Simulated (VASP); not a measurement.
A run of VASP 6.6.1 is set up as follows.

File POSCAR:

```
SnSe
1.0
    0.0000000000      2.9532997189      2.9532997189
    2.9532997189      0.0000000000      2.9532997189
    2.9532997189      2.9532997189      0.0000000000
Sn Se
1 1
Direct
    0.0000000000      0.0000000000      0.0000000000
    0.5000000000      0.5000000000      0.5000000000
```

The input INCAR.step1:

```
ALGO = Normal ; EDIFF = 1E-5
ENCUT = 550 ; GGA = PE
GGA_COMPAT = F ; ISMEAR = 0
LASPH = T ; LCHARG = F
LREAL = F ; LWAVE = T
NBANDS = 17 ; NELM = 120
PREC = Accurate ; SIGMA = 0.05
```

File INCAR.step2:

```
ALGO = Normal ; EDIFF = 1E-6
ENCUT = 550 ; GGA_COMPAT = F
ISIF = 2 ; ISMEAR = 0
ISTART = 1 ; IVDW = 13
LASPH = T ; LCHARG = T
LELF = T ; LMIXTAU = T
LREAL = F ; LVHAR = T
LWAVE = F ; METAGGA = R2SCAN
NBANDS = 17 ; NELM = 120
PREC = Accurate ; SIGMA = 0.05
VDW_A1 = 0.51559235 ; VDW_A2 = 5.77342911
VDW_S6 = 1.0 ; VDW_S8 = 0.6018749
```

Contents of KPOINTS:

```
k-points
0
Gamma
  8 8 8
```

Potentials or basis: VASP PAW PBE potentials, release 64 (Sn_d, Se).

The run is started by

```console
$ cat potpaw_PBE.64/Sn_d/POTCAR potpaw_PBE.64/Se/POTCAR > POTCAR
$ cp INCAR.step1 INCAR
$ mpirun -np 1 vasp_std > vasp.out
$ cp INCAR.step2 INCAR
$ mpirun -np 1 vasp_std > vasp.out
```

(1) Predict the band gap on the k mesh.

(2) Predict the pressure.

Results:

(1) 0.72 eV (least direct gap 0.73 eV).

(2) 2.5 GPa.

Caveat: the PAW data sets were made with another functional, which shifts forces and pressure a little; spin-orbit coupling is left out, which moves the levels of the heavy elements.
